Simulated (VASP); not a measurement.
# Ta (P6_3/mmc) in VASP: notebook

Runs on Ta. Level: LDA. Tasks: single point.

Everything below comes from runs of VASP 6.6.1. Logs are shortened: lines on timing, memory, paths and dates and some standing lists are left out, and cuts for length are marked.

## (1) The cell of the first run

Symmetry: P6_3/mmc, No. 194, hexagonal system. The conventional cell has a = 2.798 Å, b = 2.798 Å, c = 4.995 Å, α = 90.00°, β = 90.00°, γ = 120.00°. Ta (site symmetry -6m2) has 12 Ta at 2.80 to 2.97 Å within 3.7 Å.

This isn't the form of Ta at room conditions, which is bcc.

## (2) Single point, LDA

The input, INCAR:

```
PREC = Accurate
ENCUT = 520
EDIFF = 1E-7
ISMEAR = 0
SIGMA = 0.1
LREAL = False
LASPH = True
NELM = 80
ALGO = Normal
ISIF = 2
LWAVE = False
LCHARG = False
NBANDS = 18
```

The input, KPOINTS:

```
regular mesh
0
Gamma
  11 11 5
```

The input, POSCAR:

```
Ta
1.0
    2.7977114678      0.0000000000      0.0000000000
   -1.3988557339      2.4228892036      0.0000000000
    0.0000000000      0.0000000000      4.9949134116
Ta
2
Direct
    0.6666666667      0.3333333333      0.7500000000
    0.3333333333      0.6666666667      0.2500000000
```

Potentials or basis: VASP PAW LDA potentials, release 64 (Ta_pv).

The run is started by

```sh
> cat potpaw_LDA.64/Ta_pv/POTCAR > POTCAR
> mpirun -np 1 vasp_std > vasp.out
```

OUTCAR:

```text
PREC = Accurate
   ENCUT = 520
   EDIFF = 1E-7
   ISMEAR = 0
   LREAL = False
   LASPH = True
   NELM = 80
   ISIF = 2

 ion  position               nearest neighbor table
   1  0.667  0.333  0.750-   2 2.97   2 2.97   2 2.97   2 2.97   2 2.97   2 2.97
   2  0.333  0.667  0.250-   1 2.97   1 2.97   1 2.97   1 2.97   1 2.97   1 2.97

  LATTYP: Found a hexagonal cell.
 ALAT       =     2.7977114678
 C/A-ratio  =     1.7853568780

  Lattice vectors:

 A1 = (   2.7977114678,   0.0000000000,   0.0000000000)
 A2 = (  -1.3988557339,   2.4228892036,   0.0000000000)
 A3 = (   0.0000000000,   0.0000000000,   4.9949134116)

Analysis of symmetry for initial positions (statically):
=====================================================================
 Subroutine PRICEL returns:
 Original cell was already a primitive cell.

 Routine SETGRP: Setting up the symmetry group for a
 hexagonal supercell.

 Subroutine GETGRP returns: Found 24 space group operations
 (whereof 12 operations were pure point group operations)
 out of a pool of 24 trial point group operations.

The static configuration has the point symmetry D_3d.
 The point group associated with its full space group is D_6h.

Analysis of symmetry for dynamics (positions and initial velocities):
=====================================================================
 Subroutine PRICEL returns:
 Original cell was already a primitive cell.

 Routine SETGRP: Setting up the symmetry group for a
 hexagonal supercell.

 Subroutine GETGRP returns: Found 24 space group operations
 (whereof 12 operations were pure point group operations)
 out of a pool of 24 trial point group operations.

The dynamic configuration has the point symmetry D_3d.
 The point group associated with its full space group is D_6h.

 Subroutine INISYM returns: Found 24 space group operations
 (whereof 12 operations are pure point group operations),
 and found     1 'primitive' translations

----------------------------------------------------------------------------------------

                                     Primitive cell

  volume of cell :      33.8582

  direct lattice vectors                    reciprocal lattice vectors
     2.797711468  0.000000000  0.000000000     0.357435001  0.206365194  0.000000000
    -1.398855734  2.422889204  0.000000000     0.000000000  0.412730388  0.000000000
     0.000000000  0.000000000  4.994913412     0.000000000  0.000000000  0.200203671

  length of vectors
     2.797711468  2.797711468  4.994913412     0.412730388  0.412730388  0.200203671

  position of ions in fractional coordinates (direct lattice)
     0.666666667  0.333333333  0.750000000
     0.333333333  0.666666667  0.250000000

  ion indices of the primitive-cell ions
   primitive index   ion index
                 1           1
                 2           2

----------------------------------------------------------------------------------------

 KPOINTS: regular mesh

Automatic generation of k-mesh.
 Grid dimensions read from file:
 generate k-points for:   11   11    5

 Generating k-lattice:

  Cartesian coordinates                     Fractional coordinates (reciprocal lattice)
     0.032494091  0.018760472  0.000000000     0.090909091  0.000000000  0.000000000
     0.000000000  0.037520944  0.000000000     0.000000000  0.090909091  0.000000000
     0.000000000  0.000000000  0.040040734     0.000000000  0.000000000  0.200000000

  Length of vectors
     0.037520944  0.037520944  0.040040734

  Shift w.r.t. Gamma in fractional coordinates (k-lattice)
     0.000000000  0.000000000  0.000000000

 Subroutine IBZKPT returns following result:
 ===========================================

 Found     48 irreducible k-points:

 Following reciprocal coordinates:
            Coordinates               Weight
  0.000000  0.000000  0.000000      1.000000
  0.090909  0.000000  0.000000      6.000000
  0.181818  0.000000  0.000000      6.000000
  0.272727  0.000000  0.000000      6.000000
  0.363636 -0.000000  0.000000      6.000000
  0.454545 -0.000000  0.000000      6.000000
[... 16 lines left out ...]
  0.090909  0.090909  0.200000     12.000000
  0.181818  0.090909  0.200000     24.000000
 [... further k-points ...]
   k-points           NKPTS =     48   k-points in BZ     NKDIM =     48   number of bands    NBANDS=     18
   number of dos      NEDOS =    301   number of ions     NIONS =      2
   total plane-waves  NPLWV =  23040
   dimension x,y,z NGX =    24 NGY =   24 NGZ =   40
   dimension x,y,z NGXF=    48 NGYF=   48 NGZF=   80
   ions per type =               2
   NGX,Y,Z   is equivalent  to a cutoff of  14.26, 14.26, 13.31 a.u.
   NGXF,Y,Z  is equivalent  to a cutoff of  28.52, 28.52, 26.63 a.u.
 SYSTEM =  unknown system
   PREC   = accura    normal or accurate (medium, high low for compatibility)
   ISTART =      0    job   : 0-new  1-cont  2-samecut
   ICHARG =      2    charge: 1-file 2-atom 10-const
   ISPIN  =      1    spin polarized calculation?
   LNONCOLLINEAR =      F non collinear calculations
   LSORBIT =      F    spin-orbit coupling
   LASPH  =      T    aspherical Exc in radial PAW
   ENCUT  =  520.0 eV  38.22 Ry    6.18 a.u.   5.20  5.20  9.29*2*pi/ulx,y,z
   NELM   =     80;   NELMIN=  2; NELMDL= -5     # of ELM steps
   EDIFF  = 0.1E-06   stopping-criterion for ELM
   LREAL  =      F    real-space projection
   EDIFFG = 0.1E-05   stopping-criterion for IOM
   NSW    =      0    number of steps for IOM
   IBRION =     -1    ionic relax: 0-MD 1-quasi-New 2-CG
   NFREE  =      0    steps in history (QN), initial steepest desc. (CG)
   ISIF   =      2    stress and relaxation
   ISYM   =      2    0-nonsym 1-usesym 2-fastsym
   POTIM  = 0.5000    time-step for ionic-motion
   TEBEG  =    0.0;   TEEND  =   0.0 temperature during run
   PSTRESS=    0.0 pullay stress
   NELECT =      22.0000    total number of electrons
   NUPDOWN=      -1.0000    fix difference up-down
   EMIN   =  10.00;   EMAX   =-10.00  energy-range for DOS
   EFERMI =   0.00;   METHOD = LEGACY
   ISMEAR =     0;   SIGMA  =   0.10  broadening in eV -4-tet -1-fermi 0-gaus
   EFERMI_NEDOS =   21; number of points for ismear=-14 and -15
   IALGO  =     38    algorithm
   IMIX   =      4    mixing-type and parameters
     AMIX     =   0.40;   BMIX     =  1.00
     AMIX_MAG =   1.60;   BMIX_MAG =  1.00
  volume/ion in A,a.u.               =      16.93       114.24
  Fermi-wavevector in a.u.,A,eV,Ry     =   1.417950  2.679537 27.355631  2.010582
  Thomas-Fermi vector in A             =   2.539127
   LORBIT       =      0    0 simple, 1 ext, 2 COOP (PROOUT), +10 PAW based schemes
   GGA     = CA    functional components
   LHFCALC =     F    Hartree Fock is set to
   AEXX    =    0.0000 exact exchange contribution
   IVDW    =     0    specifies the selected vdW correction
   LEPSILON=     F    determine dielectric tensor
   LRPA    =     F    only Hartree local field effects (RPA)
 non-spin polarized calculation
 Gauss-broadening in eV      SIGMA  =   0.10
  energy-cutoff  :      520.00
  volume of cell :       33.86
 maximum number of plane-waves:       921
 NGX is ok and might be reduce to    24
   NGX = 11   NGY = 11   NGZ = 19

 number of electron      22.0000001 magnetization

 Free energy of the ion-electron system (eV)
  ---------------------------------------------------
  ext. energy  EPLUGINS =         0.00000000
  ---------------------------------------------------
  free energy    TOTEN  =       -25.01292987 eV

  energy without entropy =      -25.00472894  energy(sigma->0) =      -25.00882941

 E-fermi :   6.3704     XC(G=0): -13.1022

 val. band max:        6.3451876915   @ k =   0.3636   0.1818   0.0000
 cond. band min:       6.4065556568   @ k =   0.2727   0.0909   0.0000
 fundamental gap:      0.0613679653
 Fermi energy:         6.3703928225

 k-point     1 :       0.0000    0.0000    0.0000
  band No.  band energies     occupation
      1     -28.0399      2.00000
      2     -26.8606      2.00000
      3     -26.7231      2.00000
      4     -26.7231      2.00000
      5     -26.6078      2.00000
      6     -26.6078      2.00000
[... 10 lines left out ...]
     17      12.0705      0.00000
     18      12.0705      0.00000

 k-point     2 :       0.0909    0.0000    0.0000
  band No.  band energies     occupation
      1     -28.0021      2.00000
      2     -26.8645      2.00000
      3     -26.8467      2.00000
      4     -26.7562      2.00000
      5     -26.7342      2.00000
      6     -26.6298      2.00000
[... 10 lines left out ...]
     17      12.2232      0.00000
     18      12.8551      0.00000

 k-point     3 :       0.1818    0.0000    0.0000
  band No.  band energies     occupation
      1     -27.8956      2.00000
      2     -27.1726      2.00000
      3     -27.0590      2.00000
      4     -26.8795      2.00000
      5     -26.8420      2.00000
      6     -26.6903      2.00000
[... 10 lines left out ...]
     17      12.4563      0.00000
     18      14.3792      0.00000

 k-point     4 :       0.2727    0.0000    0.0000
  band No.  band energies     occupation
      1     -27.7408      2.00000
      2     -27.5859      2.00000
      3     -27.4576      2.00000
      4     -26.9498      2.00000
      5     -26.9132      2.00000
      6     -26.7712      2.00000
[... 10 lines left out ...]
     17      12.5711      0.00000
     18      15.5105      0.00000

 k-point     5 :       0.3636   -0.0000    0.0000
  band No.  band energies     occupation
      1     -27.9513      2.00000
      2     -27.8027      2.00000
      3     -27.5711      2.00000
      4     -27.0454      2.00000
      5     -26.9703      2.00000
      6     -26.8460      2.00000
[... 10 lines left out ...]
     17      12.5803      0.00000
     18      15.2242      0.00000

 k-point     6 :       0.4545   -0.0000    0.0000
  band No.  band energies     occupation
      1     -28.1618      2.00000
      2     -28.0000      2.00000
      3     -27.4406      2.00000
      4     -27.1009      2.00000
      5     -27.0332      2.00000
      6     -26.8905      2.00000
[... 10 lines left out ...]
     17      13.6928      0.00000
     18      15.2839      0.00000

 k-point     7 :       0.0909    0.0909    0.0000
  band No.  band energies     occupation
      1     -27.9299      2.00000
      2     -27.0497      2.00000
      3     -26.9808      2.00000
      4     -26.8740      2.00000
      5     -26.7997      2.00000
      6     -26.6877      2.00000
[... 10 lines left out ...]
     17      12.2492      0.00000
     18      14.0565      0.00000

 k-point     8 :       0.1818    0.0909    0.0000
  band No.  band energies     occupation
      1     -27.7989      2.00000
      2     -27.3958      2.00000
      3     -27.3209      2.00000
      4     -26.9187      2.00000
      5     -26.8986      2.00000
      6     -26.7807      2.00000
[... 10 lines left out ...]
     17      12.2508      0.00000
     18      15.6664      0.00000
[... 229 lines left out ...]
     17      12.2061      0.00000
     18      13.2865      0.00000

 k-point    20 :       0.2727    0.0000    0.2000
  band No.  band energies     occupation
      1     -27.7536      2.00000
      2     -27.5361      2.00000
      3     -27.4522      2.00000
      4     -26.9584      2.00000
      5     -26.9330      2.00000
      6     -26.7885      2.00000
[... 10 lines left out ...]
     17      12.2533      0.00000
     18      13.9242      0.00000

 k-point    21 :       0.3636   -0.0000    0.2000
  band No.  band energies     occupation
      1     -27.9823      2.00000
      2     -27.8515      2.00000
      3     -27.4615      2.00000
      4     -27.0266      2.00000
      5     -26.9971      2.00000
      6     -26.8654      2.00000
[... 10 lines left out ...]
     17      12.6380      0.00000
     18      14.1992      0.00000

 k-point    22 :       0.4545   -0.0000    0.2000
  band No.  band energies     occupation
      1     -28.1789      2.00000
      2     -28.0438      2.00000
      3     -27.3656      2.00000
      4     -27.0812      2.00000
      5     -27.0411      2.00000
      6     -26.9110      2.00000
[... 10 lines left out ...]
     17      13.7365      0.00000
     18      14.2207      0.00000

 k-point    23 :       0.0909    0.0909    0.2000
  band No.  band energies     occupation
      1     -27.8442      2.00000
      2     -27.0713      2.00000
      3     -27.0314      2.00000
      4     -26.8989      2.00000
      5     -26.7870      2.00000
      6     -26.7005      2.00000
[... 10 lines left out ...]
     17      12.0532      0.00000
     18      13.1750      0.00000

 k-point    24 :       0.1818    0.0909    0.2000
  band No.  band energies     occupation
      1     -27.7547      2.00000
      2     -27.3851      2.00000
      3     -27.3278      2.00000
      4     -26.9670      2.00000
      5     -26.8901      2.00000
      6     -26.7945      2.00000
[... 10 lines left out ...]
     17      11.9754      0.00000
     18      13.9801      0.00000

 [... further k-points ...]

------------------------ aborting loop because EDIFF is reached ----------------------------------------

  FORCE on cell =-STRESS in cart. coord.  units (eV):
  Direction    XX          YY          ZZ          XY          YZ          ZX
  --------------------------------------------------------------------------------------
  -------------------------------------------------------------------------------------
  Total        2.3418806      2.3418806      2.3114159      0.0000000      0.0000000      0.0000000
  in kB      110.8181486    110.8181486    109.3765523      0.0000000      0.0000000      0.0000000
  external PRESSURE =     110.3376165 kB  Pullay stress =       0.0000000 kB

 VOLUME and BASIS-vectors are now :
 -----------------------------------------------------------------------------
  energy-cutoff  :      520.00
  volume of cell :       33.86
      direct lattice vectors                 reciprocal lattice vectors
     2.797711468  0.000000000  0.000000000     0.357435001  0.206365194  0.000000000
    -1.398855734  2.422889204  0.000000000     0.000000000  0.412730388  0.000000000
     0.000000000  0.000000000  4.994913412     0.000000000  0.000000000  0.200203671

 POSITION                                       TOTAL-FORCE (eV/Angst)
 -----------------------------------------------------------------------------------
      1.39886      0.80763      3.74619        -0.000000      0.000000      0.000000
     -0.00000      1.61526      1.24873         0.000000     -0.000000      0.000000
 -----------------------------------------------------------------------------------
    total drift:                               -0.000000      0.000000     -0.000000

  FREE ENERGIE OF THE ION-ELECTRON SYSTEM (eV)
  ---------------------------------------------------
  free  energy   TOTEN  =       -25.0129298706 eV

  energy  without entropy=      -25.0047289422  energy(sigma->0) =      -25.00882941
```

Wall time 19 s (1 thread of Intel Xeon 8259CL, shared host); peak memory 0.16 GiB.

Results:

- Free energy: -25.0129 eV
- Pressure: 11.0 GPa
- Band gap on the k mesh: zero (bands 11 and 12 overlap by 1.94 eV)

Levels at points of the mesh, in eV from the Fermi level:
```tsv
k point	band 9	band 10	band 11	band 12	band 13	band 14
(0.00, 0.00, 0.00)	-0.80	0.35	0.52	0.52	1.17	1.17
```

Caveat: the cell stands under pressure; spin-orbit coupling is left out, which moves the levels of the heavy elements.

## (3) Single point, LDA

This run uses another cell than the first one, of 17.28 Å³/atom.

The input, INCAR:

```
ALGO = Normal
EDIFF = 1E-6
ENCUT = 520
ISIF = 2
ISMEAR = 0
LASPH = True
LCHARG = True
LELF = True
LREAL = False
LVHAR = True
LWAVE = False
NBANDS = 18
NELM = 80
PREC = Accurate
SIGMA = 0.1
```

The input, KPOINTS:

```
k-points
0
Gamma
  11 11 5
```

The input, POSCAR:

```
Ta
1.0
    2.8151069642      0.0000000000      0.0000000000
   -1.4075534821      2.4379541453      0.0000000000
    0.0000000000      0.0000000000      5.0360452089
Ta
2
Direct
    0.6666666667      0.3333333333      0.7500000000
    0.3333333333      0.6666666667      0.2500000000
```

Potentials or basis: VASP PAW LDA potentials, release 64 (Ta_pv).

The run is started by

```sh
> cat potpaw_LDA.64/Ta_pv/POTCAR > POTCAR
> mpirun -np 1 vasp_std > vasp.out
```

Wall time 19 s (1 thread of Intel Xeon 8259CL, shared host); peak memory 0.16 GiB.

It converged, with:

| Item | Value |
| --- | --- |
| Free energy | -25.0502 eV |
| Pressure | 5.9 GPa |
| Band gap on the k mesh | zero (bands 11 and 12 overlap by 1.86 eV) |

Stress tensor (GPa, compression positive):
```
5.94 0.00 0.00
0.00 5.94 0.00
0.00 0.00 5.83
```

Levels at points of the mesh, in eV from the Fermi level:
```csv
k point,band 8,band 9,band 10,band 11,band 12,band 13,band 14,band 15
"(0.00, 0.00, 0.00)",-5.19,-0.79,0.25,0.53,0.53,1.15,1.15,3.18
```

Caveat: the cell stands under pressure; spin-orbit coupling is left out, which moves the levels of the heavy elements.

## (4) Single point, LDA

This run uses another cell than the first one, of 17.84 Å³/atom.

The input, INCAR:

```
ALGO = Normal
EDIFF = 1E-6
ENCUT = 520
GGA = CA
ISIF = 2
ISMEAR = 0
LASPH = T
LCHARG = T
LELF = T
LREAL = F
LVHAR = T
LWAVE = F
NBANDS = 18
NELM = 60
PREC = Accurate
SIGMA = 0.1
```

KPOINTS is that of step 3.

The input, POSCAR:

```
Ta
1.0
    2.8420490948      0.0000000000      0.0000000000
   -1.4210245474      2.4612867149      0.0000000000
    0.0000000000      0.0000000000      5.1015680845
Ta
2
Direct
    0.6666666667      0.3333333333      0.7500000000
    0.3333333333      0.6666666667      0.2500000000
```

The run is started by

```sh
> cat potpaw_LDA.64/Ta_pv/POTCAR > POTCAR
> mpirun -np 1 vasp_std > vasp.out
```

Run time: 25 s. Hardware: 1 thread of Intel Xeon 8259CL, shared host; peak memory 0.16 GiB.

Results (log left out):

| Property | Result |
| --- | --- |
| Free energy | -25.0664 eV |
| Pressure | -1.2 GPa |
| Band gap on the k mesh | zero (bands 11 and 12 overlap by 1.75 eV) |

Stress tensor (GPa, compression positive):
```
-1.19  0.00  0.00
 0.00 -1.19  0.00
 0.00  0.00 -1.28
```

Levels at points of the mesh, in eV from the Fermi level:
| k point | band 9 | band 10 | band 11 | band 12 | band 13 | band 14 |
| --- | --- | --- | --- | --- | --- | --- |
| (0.00, 0.00, 0.00) | -0.77 | 0.11 | 0.54 | 0.54 | 1.12 | 1.12 |

Caveat: spin-orbit coupling is left out, which moves the levels of the heavy elements.

## (5) Single point, LDA

This run uses another cell than the first one, of 17.67 Å³/atom.

The input, INCAR:

```
SYSTEM = Ta
ALGO = Normal
EDIFF = 1E-6
ENCUT = 520
GGA = CA
ISIF = 2
ISMEAR = 0
LASPH = .True.
LCHARG = .False.
LREAL = .False.
LWAVE = .False.
NBANDS = 18
NELM = 100
PREC = Accurate
SIGMA = 0.1
```

The input, KPOINTS:

```
k-points
0
Gamma
  11 11 5
  0 0 0
```

The input, POSCAR:

```
Ta
1.0
    2.8340064352      0.0000000000      0.0000000000
   -1.4170032176      2.4543215674      0.0000000000
    0.0000000000      0.0000000000      5.0816724782
Ta
2
Direct
    0.6666666667      0.3333333333      0.7500000000
    0.3333333333      0.6666666667      0.2500000000
```

The run is started by

```sh
> cat potpaw_LDA.64/Ta_pv/POTCAR > POTCAR
> mpirun -np 1 vasp_std > vasp.out
```

Run time: 26 s. Hardware: 1 thread of Intel Xeon 8259CL, shared host; peak memory 0.15 GiB.

Results (log left out):

```yaml
Free_energy: -25.0667 eV
Pressure: 0.8 GPa
Band_gap_on_the_k_mesh: zero (bands 11 and 12 overlap by 1.78 eV)
```

Stress tensor (GPa, compression positive):
```
0.85 0.00 0.00
0.00 0.85 0.00
0.00 0.00 0.75
```

Levels at points of the mesh, in eV from the Fermi level:
```csv
k point,band 9,band 10,band 11,band 12,band 13,band 14
"(0.00, 0.00, 0.00)",-0.78,0.15,0.54,0.54,1.13,1.13
```

Caveat: spin-orbit coupling is left out, which moves the levels of the heavy elements.

## (6) The runs side by side

| cell | gap on the mesh (eV) | pressure (GPa) |
| --- | --- | --- |
| a = 2.798, b = 2.798, c = 4.995 Å, angles 90.0, 90.0, 120.0°, 2 atoms | none | 11.0 |
| a = 2.815, b = 2.815, c = 5.036 Å, angles 90.0, 90.0, 120.0°, 2 atoms | none | 5.9 |
| a = 2.842, b = 2.842, c = 5.102 Å, angles 90.0, 90.0, 120.0°, 2 atoms | none | -1.2 |
| a = 2.834, b = 2.834, c = 5.082 Å, angles 90.0, 90.0, 120.0°, 2 atoms | none | 0.8 |

Alike in all rows: task single point; level LDA; potentials or basis VASP PAW LDA potentials, release 64 (Ta_pv); no spin polarisation; k mesh 11 × 11 × 5; cutoff (eV) 520; smearing gaussian 0.1 eV.

Caveats: spin-orbit coupling is left out, which moves the levels of the heavy elements; the cell stands under pressure (at least some runs).

Absolute energies hang on the potentials; compare differences alone.
